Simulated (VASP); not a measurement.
# LuTlAu4 (P4/mmm) in VASP: further runs, part 2 of 2

VASP 6.6.1. The steps go on from the part before.

**4. Single point, PBE**

This run uses another cell than the first one, of 28.39 Å³/atom, 0.998 times its volume.

INCAR reads:

```
  ALGO = Fast
  EDIFF = 1E-6
  ENCUT = 520
  GGA = PE
  ISIF = 2
  ISMEAR = 0
  LASPH = True
  LCHARG = False
  LREAL = False
  LWAVE = False
  NBANDS = 50
  NELM = 60
  PREC = Accurate
  SIGMA = 0.1
```

KPOINTS reads:

```
k-points
0
Gamma
  10 10 4
```

POSCAR reads:

```
LuTlAu4
1.0
    3.9951794491      0.0000000000      0.0000000000
    0.0000000000      3.9951794491      0.0000000000
    0.0000000000      0.0000000000     10.6703056563
Lu Tl Au
1 1 4
Direct
    0.5000000000      0.5000000000      0.5000000000
    0.0000000000      0.0000000000      0.0000000000
    0.0000000000      0.0000000000      0.7441000494
    0.0000000000      0.0000000000      0.2558999506
    0.0000000000      0.0000000000      0.5000000000
    0.5000000000      0.5000000000      0.0000000000
```

Potentials or basis: VASP PAW PBE potentials, release 64 (Lu, Tl_d, Au).

Command:

```bash
$ cat potpaw_PBE.64/Lu/POTCAR potpaw_PBE.64/Tl_d/POTCAR potpaw_PBE.64/Au/POTCAR > POTCAR
$ mpirun -np 1 vasp_std > vasp.out
```

OUTCAR:

```text
EDIFF = 1E-6
   ENCUT = 520
   GGA = PE
   ISIF = 2
   ISMEAR = 0
   LASPH = True
   LREAL = False
   NELM = 60
   PREC = Accurate

 ion  position               nearest neighbor table
   1  0.500  0.500  0.500-   5 2.83   5 2.83   5 2.83   5 2.83
   2  0.000  0.000  0.000-   3 2.73   4 2.73   6 2.83   6 2.83   6 2.83   6 2.83
   3  0.000  0.000  0.744-   5 2.60   2 2.73
   4  0.000  0.000  0.256-   5 2.60   2 2.73
   5  0.000  0.000  0.500-   3 2.60   4 2.60   1 2.83   1 2.83   1 2.83   1 2.83
   6  0.500  0.500  0.000-   2 2.83   2 2.83   2 2.83   2 2.83

  LATTYP: Found a simple tetragonal cell.
 ALAT       =     3.9951794491
 C/A-ratio  =     2.6707950900

  Lattice vectors:

 A1 = (   3.9951794491,   0.0000000000,   0.0000000000)
 A2 = (   0.0000000000,   3.9951794491,   0.0000000000)
 A3 = (   0.0000000000,   0.0000000000,  10.6703056563)

Analysis of symmetry for initial positions (statically):
=====================================================================
[... 183 lines left out ...]

 val. band max:        3.8907789309   @ k =   0.5000   0.5000   0.0000
 cond. band min:       3.9011321081   @ k =   0.1000   0.0000   0.0000
 fundamental gap:      0.0103531771
 Fermi energy:         3.8974845490

 k-point     1 :       0.0000    0.0000    0.0000
  band No.  band energies     occupation
      1     -53.5342      2.00000
      2     -24.2906      2.00000
      3     -24.0688      2.00000
      4     -24.0688      2.00000
      5      -7.6242      2.00000
      6      -7.5197      2.00000
[... 1261 lines left out ...]
     49       8.0229      0.00000
     50       8.8774      0.00000

 [... further k-points ...]

------------------------ aborting loop because EDIFF is reached ----------------------------------------

  FORCE on cell =-STRESS in cart. coord.  units (eV):
  Direction    XX          YY          ZZ          XY          YZ          ZX
  --------------------------------------------------------------------------------------
  -------------------------------------------------------------------------------------
  Total        0.0320982      0.0320982     -0.1561179      0.0000000      0.0000000      0.0000000
  in kB        0.3019549      0.3019549     -1.4686348      0.0000000      0.0000000      0.0000000
  external PRESSURE =      -0.2882417 kB  Pullay stress =       0.0000000 kB

 VOLUME and BASIS-vectors are now :
 -----------------------------------------------------------------------------
  energy-cutoff  :      520.00
  volume of cell :      170.31
      direct lattice vectors                 reciprocal lattice vectors
     3.995179449  0.000000000  0.000000000     0.250301648  0.000000000  0.000000000
     0.000000000  3.995179449  0.000000000     0.000000000  0.250301648  0.000000000
     0.000000000  0.000000000 10.670305656     0.000000000  0.000000000  0.093718028

 POSITION                                       TOTAL-FORCE (eV/Angst)
 -----------------------------------------------------------------------------------
      1.99759      1.99759      5.33515         0.000000      0.000000      0.000000
      0.00000      0.00000      0.00000         0.000000      0.000000      0.000000
      0.00000      0.00000      7.93977         0.000000      0.000000     -0.021186
      0.00000      0.00000      2.73053        -0.000000      0.000000      0.021186
      0.00000      0.00000      5.33515         0.000000      0.000000      0.000000
      1.99759      1.99759      0.00000         0.000000      0.000000      0.000000
 -----------------------------------------------------------------------------------
    total drift:                                0.000000      0.000000      0.000000

  FREE ENERGIE OF THE ION-ELECTRON SYSTEM (eV)
  ---------------------------------------------------
  free  energy   TOTEN  =       -18.7020144915 eV

  energy  without entropy=      -18.6873795995  energy(sigma->0) =      -18.69469705
```

OSZICAR:

```text
N       E                     dE             d eps       ncg     rms          rms(c)
DAV:   1     0.633024459622E+03    0.63302E+03   -0.36857E+04  9460   0.399E+03
DAV:   2     0.651301997604E+02   -0.56789E+03   -0.53081E+03  7438   0.721E+02
DAV:   3    -0.135048282875E+02   -0.78635E+02   -0.74105E+02  7834   0.143E+02
[... 29 lines left out ...]
RMM:  33    -0.187020098099E+02   -0.18900E-05   -0.20096E-05  4666   0.653E-03    0.173E-03
RMM:  34    -0.187020112826E+02   -0.14727E-05   -0.15938E-05  4522   0.609E-03    0.178E-03
RMM:  35    -0.187020126420E+02   -0.13594E-05   -0.13455E-05  4722   0.628E-03    0.550E-04
RMM:  36    -0.187020137140E+02   -0.10719E-05   -0.10984E-05  4726   0.616E-03    0.828E-04
RMM:  37    -0.187020144915E+02   -0.77755E-06   -0.93098E-06  4168   0.546E-03
   1 F= -.18702014E+02 E0= -.18694697E+02  d E =-.146349E-01
```

Wall time 20 min (1 thread of Oxide Virtual Turin-like, shared host); peak memory 0.59 GiB.

Results:

```yaml
Free_energy: -18.7020 eV
Pressure: 0.0 GPa
Largest_force: 0.021 eV/Å
Band_gap_on_the_k_mesh: zero (band 41 reaches 5.94 eV, above the bottom of band 42 at 3.20 eV)
```

Forces on the atoms (eV/Å):
```
Lu   0.000  0.000  0.000
Tl   0.000  0.000  0.000
Au   0.000  0.000 -0.021
Au   0.000  0.000  0.021
Au   0.000  0.000  0.000
Au   0.000  0.000  0.000
```

Levels at points of the mesh, in eV from the Fermi level:
| k point | band 39 | band 40 | band 41 | band 42 | band 43 | band 44 |
| --- | --- | --- | --- | --- | --- | --- |
| (0.00, 0.00, 0.00) | -2.39 | -0.07 | 0.96 | 2.37 | 2.73 | 2.98 |
| (0.50, 0.00, 0.00) | -1.95 | -1.71 | -1.51 | 0.78 | 0.90 | 1.18 |
| (0.50, 0.50, 0.00) | -0.77 | -0.77 | -0.63 | -0.01 | 0.96 | 0.96 |
| (0.00, 0.00, 0.50) | -2.32 | -2.25 | 2.04 | 2.37 | 2.84 | 2.84 |
| (0.50, 0.00, 0.50) | -1.97 | -1.97 | -1.66 | -0.31 | 0.84 | 0.91 |
| (0.50, 0.50, 0.50) | -0.44 | -0.44 | -0.04 | -0.01 | 0.32 | 0.60 |

Caveat: spin-orbit coupling is left out, which moves the levels of the heavy elements.

**5. Summary**

| cell | k mesh | gap on the mesh (eV) | pressure (GPa) | largest force (eV/Å) |
| --- | --- | --- | --- | --- |
| a = 4.010, b = 4.010, c = 10.614 Å, 6 atoms | 4 × 4 × 2 | none | -0.1 | 0.01 |
| a = 3.959, b = 3.959, c = 8.420 Å, 6 atoms | 4 × 4 × 2 | none | 87.6 | 48.76 |
| a = 3.995, b = 3.995, c = 10.670 Å, 6 atoms | 10 × 10 × 4 | none | 0.0 | 0.02 |

Alike in all rows: task single point; level PBE; potentials or basis VASP PAW PBE potentials, release 64 (Lu, Tl_d, Au); no spin polarisation; cutoff (eV) 520; smearing gaussian 0.1 eV.

Caveats: some runs use coarse meshes; spin-orbit coupling is left out, which moves the levels of the heavy elements; forces of over 1 eV/Å act on the atoms, so gaps and moduli don't describe the material at rest (some runs).

Absolute energies hang on the potentials; compare differences alone.
